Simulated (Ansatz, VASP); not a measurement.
**One calculation of Hf, two programs**

```
CELL_PARAMETERS angstrom
3.20000 0.00000 0.00000
-1.60000 2.77128 0.00000
0.00000 0.00000 5.06240
ATOMIC_POSITIONS crystal
Hf 0.33333 0.66667 0.75000
Hf 0.66667 0.33333 0.25000
```

Alike in both runs: task relaxation of cell and atoms; functional PBE; k mesh 16 × 16 × 8; occupations gaussian, width 0.05 eV; no spin polarisation.

|  | VASP | Ansatz |
| --- | --- | --- |
| version | VASP 6.6.1 | Ansatz 0.2.0 |
| potentials or method | VASP PAW PBE potentials, release 64 (Hf_pv), cutoff 600 eV | scalar-relativistic, plane waves, PAW |
| valence electrons in the cell | 20 | 52 |

```tsv
	VASP	Ansatz	Ansatz less VASP
gap on the k mesh at the Fermi level, each at its own relaxed structure (eV)	none	none	-
relaxed volume (Å³/atom)	22.46	22.55	+0.082
relaxed length of the cell vector where the two differ most in proportion (Å)	5.059	5.068	+0.0083
```

A gap of «none» marks a metal or a gap that the smearing closes. VASP's potentials hold 20 valence electrons a cell and Ansatz's 52, so a difference there can come from the potentials and not from the codes.

Spin-orbit coupling is off throughout.
